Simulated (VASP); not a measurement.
The system is LiH.

```
Li H
1.0
     0.00000    1.58381    1.58381
     1.58381    0.00000    1.58381
     1.58381    1.58381    0.00000
Li H
1 1
Direct
  0.00000 0.00000 0.00000
  0.50000 0.50000 0.50000
```

- Program: VASP 6.6.1
- Task: relaxation of cell and atoms
- Functional: PBEsol
- Potentials or basis: VASP PAW PBE potentials, release 64 (Li_sv, H)
- Cutoff: 600 eV
- k mesh: 12 × 12 × 12
- Occupations: fermi-dirac, width 0.03 eV
- Spin: no spin polarisation

At the start: pressure 80.3 GPa; volume 3.97 Å³/atom.

Question: Where does the relaxation end?

Answer: Over 5 steps the energy falls by 557.1 meV/atom and the volume is 7.22 Å³/atom (+81.7 %); space group Fm-3m (No. 225, to 0.05 Å).

Step by step:
```csv
step,energy change (eV),largest force (eV/Å),pressure (GPa),volume (Å³)
1,0.0000,0.0000,80.25,7.95
2,-0.8069,0.0000,30.09,10.46
3,-1.0980,0.0000,5.18,13.38
4,-1.1140,0.0000,0.60,14.29
5,-1.1142,0.0000,-0.06,14.44
```

Final structure:
```yaml
crystal:
  lattice:
    - [0.00000, 1.93276, 1.93276]
    - [1.93276, 0.00000, 1.93276]
    - [1.93276, 1.93276, 0.00000]
  atoms:
    - { symbol: Li, position: [0.00000, 0.00000, 0.00000] }
    - { symbol: H, position: [0.50000, 0.50000, 0.50000] }
```

Caveat: the cutoff is under 1.25 times the usual one of these potentials, so pressure, stress and relaxed cells hold a basis-set (Pulay) error; the volume moved by over 15 % at a fixed basis, so the end points are rough; the PAW data sets were made with another functional, which shifts forces and pressure a little.
